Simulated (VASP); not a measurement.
SnSe: single point with r2SCAN

Crystal: SnSe.

```
Sn Se
1.0
     0.00000    3.02000    3.02000
     3.02000    0.00000    3.02000
     3.02000    3.02000    0.00000
Sn Se
1 1
Direct
  0.00000 0.00000 0.00000
  0.50000 0.50000 0.50000
```

```
Program                : VASP 6.6.1
Task                   : single point
Functional             : r2SCAN
Potentials or basis    : VASP PAW PBE potentials, release 64 (Sn_d, Se)
Cutoff                 : 520 eV
k mesh                 : 6 × 6 × 6
Occupations            : gaussian, width 0.01 eV
Spin                   : no spin polarisation
Dipole correction      : no
Further INCAR settings : ALGO = Normal; EDIFF = 1e-06; NBANDS = 17
```

```yaml
Pressure: -0.9 GPa
Band_gap_on_the_k_mesh: 0.41 eV
```

Levels at points of the mesh, in eV from the valence-band top:
```tsv
k point	band 7	band 8	band 9	band 10	band 11	band 12	band 13	band 14
(0.00, 0.00, 0.00)	-5.30	-2.62	-2.62	-2.62	4.31	4.31	4.31	6.05
(0.50, 0.00, 0.00)	-8.53	-2.36	-2.36	0.00	0.41	1.14	1.14	8.53
(0.50, 0.50, 0.00)	-6.36	-5.88	-4.06	-4.06	3.14	5.39	5.39	6.07
```

Run time: 87 s on 1 thread of Intel Xeon 8259CL (shared host), peak memory 0.18 GiB.

Caveat: the PAW data sets were made with another functional, which shifts forces and pressure a little; spin-orbit coupling is left out, which moves the levels of the heavy elements. A k mesh can miss the band edges.
